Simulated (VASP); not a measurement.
# WC (P-6m2) in VASP: a series of runs

WC is run at these levels: r2SCAN; tasks: single point.

All numbers are computed with VASP 6.6.1; they aren't measurements. Logs are shortened: lines on timing, memory, paths and dates and some standing lists are left out, and cuts for length are marked.

**1. The cell of the first run**

It takes space group P-6m2 (No. 187, hexagonal). Conventional cell: a = 2.902 Å, b = 2.902 Å, c = 2.828 Å, α = 90.00°, β = 90.00°, γ = 120.00°. Within 2.9 Å of W (site symmetry -6m2) lie 6 C at 2.19 Å and 2 W at 2.83 Å. C (site symmetry -6m2) has 6 W at 2.19 Å and 2 C at 2.83 Å within 2.9 Å.

**2. Single point, r2SCAN**

POSCAR reads:

```
WC
1.0
    2.9018447458      0.0000000000      0.0000000000
   -1.4509223729      2.5130712677      0.0000000000
    0.0000000000      0.0000000000      2.8284937898
W C
1 1
Direct
    0.0000000000      0.0000000000      0.0000000000
    0.6666666667      0.3333333333      0.5000000000
```

INCAR.step1 reads:

```
ALGO = Normal ; EDIFF = 1E-4
ENCUT = 520 ; GGA = PE
ISMEAR = 0 ; LASPH = T
LCHARG = F ; LREAL = F
LWAVE = T ; NBANDS = 16
NELM = 100 ; PREC = Accurate
SIGMA = 0.1
```

INCAR.step2 reads:

```
ALGO = Normal ; EDIFF = 1E-7
ENCUT = 520 ; ISIF = 2
ISMEAR = 0 ; ISTART = 1
LASPH = T ; LCHARG = T
LELF = T ; LMIXTAU = T
LREAL = F ; LVHAR = T
LWAVE = F ; METAGGA = R2SCAN
NBANDS = 16 ; NELM = 100
PREC = Accurate ; SIGMA = 0.1
```

KPOINTS reads:

```
k-points
0
Gamma
  18 18 14
```

Potentials or basis: VASP PAW PBE potentials, release 64 (W_sv, C).

On the command line:

```sh
$ cat potpaw_PBE.64/W_sv/POTCAR potpaw_PBE.64/C/POTCAR > POTCAR
$ cp INCAR.step1 INCAR
$ mpirun -np 1 vasp_std > vasp.out
$ cp INCAR.step2 INCAR
$ mpirun -np 1 vasp_std > vasp.out
```

OUTCAR:

```text
EDIFF = 1E-7
   ENCUT = 520
   ISIF = 2
   ISMEAR = 0
   ISTART = 1
   LASPH = T
   LREAL = F
   METAGGA = R2SCAN
   NELM = 100
   PREC = Accurate

 ion  position               nearest neighbor table
   1  0.000  0.000  0.000-   2 2.19   2 2.19   2 2.19   2 2.19   2 2.19   2 2.19
   2  0.667  0.333  0.500-   1 2.19   1 2.19   1 2.19   1 2.19   1 2.19   1 2.19

  LATTYP: Found a hexagonal cell.
 ALAT       =     2.9018447458
 C/A-ratio  =     0.9747226463

  Lattice vectors:

 A1 = (   2.9018447458,   0.0000000000,   0.0000000000)
 A2 = (  -1.4509223729,   2.5130712677,   0.0000000000)
 A3 = (   0.0000000000,   0.0000000000,   2.8284937898)

Analysis of symmetry for initial positions (statically):
=====================================================================
 Subroutine PRICEL returns:
 Original cell was already a primitive cell.

 Routine SETGRP: Setting up the symmetry group for a
 hexagonal supercell.

 Subroutine GETGRP returns: Found 12 space group operations
 (whereof 12 operations were pure point group operations)
 out of a pool of 24 trial point group operations.

The static configuration has the point symmetry D_3h.

Analysis of symmetry for dynamics (positions and initial velocities):
=====================================================================
 Subroutine PRICEL returns:
 Original cell was already a primitive cell.

 Routine SETGRP: Setting up the symmetry group for a
 hexagonal supercell.

 Subroutine GETGRP returns: Found 12 space group operations
 (whereof 12 operations were pure point group operations)
 out of a pool of 24 trial point group operations.

The dynamic configuration has the point symmetry D_3h.

 Subroutine INISYM returns: Found 12 space group operations
 (whereof 12 operations are pure point group operations),
 and found     1 'primitive' translations

----------------------------------------------------------------------------------------

                                     Primitive cell

  volume of cell :      20.6269

  direct lattice vectors                    reciprocal lattice vectors
     2.901844746  0.000000000  0.000000000     0.344608374  0.198959738  0.000000000
    -1.450922373  2.513071268  0.000000000     0.000000000  0.397919475  0.000000000
     0.000000000  0.000000000  2.828493790     0.000000000  0.000000000  0.353545058

  length of vectors
     2.901844746  2.901844746  2.828493790     0.397919475  0.397919475  0.353545058
[... 75 lines left out ...]
   ISPIN  =      1    spin polarized calculation?
   LNONCOLLINEAR =      F non collinear calculations
   LSORBIT =      F    spin-orbit coupling
   LASPH  =      T    aspherical Exc in radial PAW
   ENCUT  =  520.0 eV  38.22 Ry    6.18 a.u.   5.40  5.40  5.26*2*pi/ulx,y,z
   NELM   =    100;   NELMIN=  2; NELMDL=  0     # of ELM steps
   EDIFF  = 0.1E-06   stopping-criterion for ELM
   LREAL  =      F    real-space projection
   EDIFFG = 0.1E-05   stopping-criterion for IOM
   NSW    =      0    number of steps for IOM
   IBRION =     -1    ionic relax: 0-MD 1-quasi-New 2-CG
   NFREE  =      0    steps in history (QN), initial steepest desc. (CG)
   ISIF   =      2    stress and relaxation
   ISYM   =      2    0-nonsym 1-usesym 2-fastsym
   POTIM  = 0.5000    time-step for ionic-motion
   TEBEG  =    0.0;   TEEND  =   0.0 temperature during run
   PSTRESS=    0.0 pullay stress
   NELECT =      18.0000    total number of electrons
   NUPDOWN=      -1.0000    fix difference up-down
   EMIN   =  10.00;   EMAX   =-10.00  energy-range for DOS
   EFERMI =   0.00;   METHOD = LEGACY
   ISMEAR =     0;   SIGMA  =   0.10  broadening in eV -4-tet -1-fermi 0-gaus
   EFERMI_NEDOS =   21; number of points for ismear=-14 and -15
   IALGO  =     38    algorithm
   IMIX   =      4    mixing-type and parameters
     AMIX     =   0.40;   BMIX     =  1.00
     AMIX_MAG =   1.60;   BMIX_MAG =  1.00
  volume/ion in A,a.u.               =      10.31        69.60
  Fermi-wavevector in a.u.,A,eV,Ry     =   1.564423  2.956331 33.299172  2.447420
  Thomas-Fermi vector in A             =   2.667049
   LORBIT       =      0    0 simple, 1 ext, 2 COOP (PROOUT), +10 PAW based schemes
   METAGGA = R2SCAN    functional components
   LHFCALC =     F    Hartree Fock is set to
   AEXX    =    0.0000 exact exchange contribution
   IVDW    =     0    specifies the selected vdW correction
   LEPSILON=     F    determine dielectric tensor
   LRPA    =     F    only Hartree local field effects (RPA)
 non-spin polarized calculation
 Gauss-broadening in eV      SIGMA  =   0.10
  energy-cutoff  :      520.00
  volume of cell :       20.63
 maximum number of plane-waves:       580
 NGX is ok and might be reduce to    24
   NGX = 11   NGY = 11   NGZ = 11

 number of electron      18.0000001 magnetization

 Free energy of the ion-electron system (eV)
  ---------------------------------------------------
  ext. energy  EPLUGINS =         0.00000000
  ---------------------------------------------------
  free energy    TOTEN  =       -61.60811063 eV

  energy without entropy =      -61.60670567  energy(sigma->0) =      -61.60740815

 E-fermi :  11.0365     XC(G=0): -15.0086

 val. band max:       11.0131255290   @ k =   0.4444   0.0556   0.4286
 cond. band min:      11.0377254089   @ k =   0.0556   0.0000   0.2143
 fundamental gap:      0.0245998799
 Fermi energy:        11.0364589806

 k-point     1 :       0.0000    0.0000    0.0000
  band No.  band energies     occupation
      1     -64.8821      2.00000
      2     -28.1854      2.00000
      3     -28.0810      2.00000
      4     -28.0810      2.00000
      5      -4.2393      2.00000
      6       6.5239      2.00000
[... 433 lines left out ...]
      3     -28.3457      2.00000
      4     -28.0645      2.00000
      5      -0.7794      2.00000
      6       3.8556      2.00000
[... 8 lines left out ...]
     15      25.8250      0.00000
     16      29.6663      0.00000

 [... further k-points ...]
[... 5 lines left out ...]
  --------------------------------------------------------------------------------------
  -------------------------------------------------------------------------------------
  Total        0.7572813      0.7572813      0.8031161      0.0000000      0.0000000      0.0000000
  in kB       58.8211598     58.8211598     62.3813382      0.0000000      0.0000000      0.0000000
  external PRESSURE =      60.0078859 kB  Pullay stress =       0.0000000 kB

 VOLUME and BASIS-vectors are now :
 -----------------------------------------------------------------------------
  energy-cutoff  :      520.00
  volume of cell :       20.63
      direct lattice vectors                 reciprocal lattice vectors
     2.901844746  0.000000000  0.000000000     0.344608374  0.198959738  0.000000000
    -1.450922373  2.513071268  0.000000000     0.000000000  0.397919475  0.000000000
     0.000000000  0.000000000  2.828493790     0.000000000  0.000000000  0.353545058

 POSITION                                       TOTAL-FORCE (eV/Angst)
 -----------------------------------------------------------------------------------
      0.00000      0.00000      0.00000         0.000000     -0.000000      0.000000
      1.45092      0.83769      1.41425        -0.000000      0.000000      0.000000
 -----------------------------------------------------------------------------------
    total drift:                               -0.000000      0.000000      0.000000

  FREE ENERGIE OF THE ION-ELECTRON SYSTEM (eV)
  ---------------------------------------------------
  free  energy   TOTEN  =       -61.6081106350 eV

  energy  without entropy=      -61.6067056669  energy(sigma->0) =      -61.60740815
```

OUTCAR.step1:

```text
EDIFF = 1E-4
   ENCUT = 520
   GGA = PE
   ISMEAR = 0
   LASPH = T
[... 678 lines left out ...]
 -----------------------------------------------------------------------------------
      0.00000      0.00000      0.00000         0.000000      0.000000      0.000000
      1.45092      0.83769      1.41425        -0.000000      0.000000      0.000000
 -----------------------------------------------------------------------------------
    total drift:                               -0.000000      0.000000      0.000000

  FREE ENERGIE OF THE ION-ELECTRON SYSTEM (eV)
  ---------------------------------------------------
  free  energy   TOTEN  =       -22.4362304406 eV

  energy  without entropy=      -22.4349179248  energy(sigma->0) =      -22.43557418
```

OSZICAR.step1:

```text
N       E                     dE             d eps       ncg     rms          rms(c)
DAV:   1     0.109988589224E+03    0.10999E+03   -0.93899E+03  9488   0.126E+03
DAV:   2    -0.222992909026E+02   -0.13229E+03   -0.12786E+03 11216   0.336E+02
DAV:   3    -0.254918710380E+02   -0.31926E+01   -0.31826E+01 10464   0.498E+01
DAV:   4    -0.255080515264E+02   -0.16180E-01   -0.16180E-01 12384   0.401E+00
DAV:   5    -0.255081710185E+02   -0.11949E-03   -0.11949E-03 10464   0.326E-01    0.329E+01
DAV:   6    -0.225153990766E+02    0.29928E+01   -0.57338E+00 11480   0.258E+01    0.875E+00
DAV:   7    -0.224639228807E+02    0.51476E-01   -0.41811E-01  9880   0.497E+00    0.632E+00
DAV:   8    -0.224374755414E+02    0.26447E-01   -0.59976E-02 10664   0.209E+00    0.109E+00
DAV:   9    -0.224362855000E+02    0.11900E-02   -0.30095E-03 10496   0.419E-01    0.118E-01
DAV:  10    -0.224362304406E+02    0.55059E-04   -0.29271E-04 11112   0.193E-01
   1 F= -.22436230E+02 E0= -.22435574E+02  d E =-.131252E-02
```

It took 2.9 min on 1 thread of Intel Xeon Platinum 8488C (Sapphire Rapids), shared host; peak memory 0.22 GiB.

Results:

| Property | Result |
| --- | --- |
| Free energy | -61.6081 eV |
| Pressure | 6.0 GPa |
| Band gap on the k mesh | zero (band 9 reaches 11.80 eV, above the bottom of band 10 at 10.47 eV) |

Levels at points of the mesh, in eV from the Fermi level:
```csv
k point,band 5,band 6,band 7,band 8,band 9,band 10,band 11,band 12,band 13,band 14
"(0.00, 0.00, 0.00)",-15.28,-4.51,-3.50,-3.50,0.13,3.46,3.46,6.02,6.02,6.85
"(0.50, 0.00, 0.00)",-11.85,-7.35,-3.76,-3.71,-0.50,2.53,4.79,5.16,7.35,10.23
"(0.00, 0.00, 0.50)",-11.12,-9.04,-2.11,-2.11,-0.57,-0.57,3.88,4.87,4.87,10.63
"(0.50, 0.00, 0.50)",-12.05,-6.75,-4.52,-4.37,0.25,4.66,5.56,7.06,9.76,10.86
```

Caveat: the PAW data sets were made with another functional, which shifts forces and pressure a little; spin-orbit coupling is left out, which moves the levels of the heavy elements.

**3. Single point, r2SCAN**

This run uses another cell than the first one, of 10.39 Å³/atom, 1.007 times its volume.

POSCAR reads:

```
WC
1.0
    2.9094801377      0.0000000000      0.0000000000
   -1.4547400688      2.5196837111      0.0000000000
    0.0000000000      0.0000000000      2.8342350323
W C
1 1
Direct
    0.0000000000      0.0000000000      0.0000000000
    0.6666666667      0.3333333333      0.5000000000
```

INCAR.step1 reads:

```
  PREC = Accurate
  ENCUT = 520
  ISMEAR = 0
  SIGMA = 0.1
  LREAL = False
  LASPH = True
  NELM = 60
  NBANDS = 16
  GGA = PE
  ALGO = Normal
  EDIFF = 1E-4
  LWAVE = True
  LCHARG = False
```

INCAR.step2 reads:

```
  PREC = Accurate
  ENCUT = 520
  EDIFF = 1E-7
  ISMEAR = 0
  SIGMA = 0.1
  LREAL = False
  LASPH = True
  NELM = 60
  ALGO = Normal
  ISIF = 2
  LWAVE = False
  LCHARG = False
  METAGGA = R2SCAN
  LMIXTAU = True
  NBANDS = 16
  ISTART = 1
```

KPOINTS reads:

```
regular mesh
0
Gamma
  18 18 14
```

Potentials or basis: VASP PAW PBE potentials, release 64 (W_sv, C).

On the command line:

```sh
$ cat potpaw_PBE.64/W_sv/POTCAR potpaw_PBE.64/C/POTCAR > POTCAR
$ cp INCAR.step1 INCAR
$ mpirun -np 1 vasp_std > vasp.out
$ cp INCAR.step2 INCAR
$ mpirun -np 1 vasp_std > vasp.out
```

OUTCAR:

```text
PREC = Accurate
   ENCUT = 520
   EDIFF = 1E-7
   ISMEAR = 0
   LREAL = False
   LASPH = True
   NELM = 60
   ISIF = 2
   METAGGA = R2SCAN
   ISTART = 1

 ion  position               nearest neighbor table
   1  0.000  0.000  0.000-   2 2.20   2 2.20   2 2.20   2 2.20   2 2.20   2 2.20
   2  0.667  0.333  0.500-   1 2.20   1 2.20   1 2.20   1 2.20   1 2.20   1 2.20

  LATTYP: Found a hexagonal cell.
 ALAT       =     2.9094801377
 C/A-ratio  =     0.9741379553

  Lattice vectors:

 A1 = (   2.9094801377,   0.0000000000,   0.0000000000)
 A2 = (  -1.4547400688,   2.5196837111,   0.0000000000)
 A3 = (   0.0000000000,   0.0000000000,   2.8342350323)

Analysis of symmetry for initial positions (statically):
=====================================================================
 Subroutine PRICEL returns:
 Original cell was already a primitive cell.

 Routine SETGRP: Setting up the symmetry group for a
 hexagonal supercell.

 Subroutine GETGRP returns: Found 12 space group operations
 (whereof 12 operations were pure point group operations)
 out of a pool of 24 trial point group operations.

The static configuration has the point symmetry D_3h.

[... 161 lines left out ...]
 E-fermi :  10.9310     XC(G=0): -14.9618

 val. band max:       10.9108271502   @ k =   0.0556  -0.0000   0.2857
 cond. band min:      10.9389059999   @ k =   0.0556  -0.0000   0.2143
 fundamental gap:      0.0280788498
 Fermi energy:        10.9310241400

 k-point     1 :       0.0000    0.0000    0.0000
  band No.  band energies     occupation
      1     -65.0023      2.00000
      2     -28.3048      2.00000
      3     -28.2050      2.00000
      4     -28.2050      2.00000
      5      -4.2862      2.00000
      6       6.4637      2.00000
[... 433 lines left out ...]
      3     -28.4625      2.00000
      4     -28.1876      2.00000
      5      -0.8553      2.00000
      6       3.7878      2.00000
[... 8 lines left out ...]
     15      25.6185      0.00000
     16      29.4625      0.00000

 [... further k-points ...]

------------------------ aborting loop because EDIFF is reached ----------------------------------------

  FORCE on cell =-STRESS in cart. coord.  units (eV):
  Direction    XX          YY          ZZ          XY          YZ          ZX
  --------------------------------------------------------------------------------------
  -------------------------------------------------------------------------------------
  Total        0.3669434      0.3669434      0.4113036      0.0000000      0.0000000     -0.0000000
  in kB       28.2951756     28.2951756     31.7158130      0.0000000      0.0000000     -0.0000000
  external PRESSURE =      29.4353880 kB  Pullay stress =       0.0000000 kB

 VOLUME and BASIS-vectors are now :
 -----------------------------------------------------------------------------
  energy-cutoff  :      520.00
  volume of cell :       20.78
      direct lattice vectors                 reciprocal lattice vectors
     2.909480138  0.000000000  0.000000000     0.343704013  0.198437605  0.000000000
    -1.454740069  2.519683711  0.000000000     0.000000000  0.396875209  0.000000000
     0.000000000  0.000000000  2.834235032     0.000000000  0.000000000  0.352828890

 POSITION                                       TOTAL-FORCE (eV/Angst)
 -----------------------------------------------------------------------------------
      0.00000      0.00000      0.00000        -0.000000      0.000000      0.000000
      1.45474      0.83989      1.41712         0.000000     -0.000000      0.000000
 -----------------------------------------------------------------------------------
    total drift:                               -0.000000      0.000000      0.000000

  FREE ENERGIE OF THE ION-ELECTRON SYSTEM (eV)
  ---------------------------------------------------
  free  energy   TOTEN  =       -61.6123873946 eV

  energy  without entropy=      -61.6109711722  energy(sigma->0) =      -61.61167928
```

OUTCAR.step1:

```text
PREC = Accurate
   ENCUT = 520
   ISMEAR = 0
   LREAL = False
   LASPH = True
[... 679 lines left out ...]
      0.00000      0.00000      0.00000        -0.000000      0.000000      0.000000
      1.45474      0.83989      1.41712         0.000000      0.000000      0.000000
 -----------------------------------------------------------------------------------
    total drift:                               -0.000000      0.000000      0.000000

  FREE ENERGIE OF THE ION-ELECTRON SYSTEM (eV)
  ---------------------------------------------------
  free  energy   TOTEN  =       -22.4435732652 eV

  energy  without entropy=      -22.4422267665  energy(sigma->0) =      -22.44290002
```

It took 2.7 min on 1 thread of Intel Xeon Platinum 8488C (Sapphire Rapids), shared host; peak memory 0.22 GiB.

Results:

```
Free energy            : -61.6124 eV
Pressure               : 2.9 GPa
Band gap on the k mesh : zero (band 9 reaches 11.70 eV, above the bottom of band 10 at 10.37 eV)
```

Stress tensor (GPa, compression positive):
```
2.83 0.00 0.00
0.00 2.83 0.00
0.00 0.00 3.17
```

Levels at points of the mesh, in eV from the Fermi level:
| k point | band 7 | band 8 | band 9 | band 10 | band 11 | band 12 |
| --- | --- | --- | --- | --- | --- | --- |
| (0.00, 0.00, 0.00) | -3.48 | -3.48 | 0.13 | 3.43 | 3.43 | 5.98 |
| (0.50, 0.00, 0.00) | -3.72 | -3.68 | -0.50 | 2.51 | 4.74 | 5.11 |
| (0.00, 0.00, 0.50) | -2.09 | -2.09 | -0.56 | -0.56 | 3.86 | 4.85 |
| (0.50, 0.00, 0.50) | -4.48 | -4.35 | 0.24 | 4.61 | 5.51 | 6.99 |

Caveat: the PAW data sets were made with another functional, which shifts forces and pressure a little; spin-orbit coupling is left out, which moves the levels of the heavy elements.

(Part 1 of 2 ends here.)
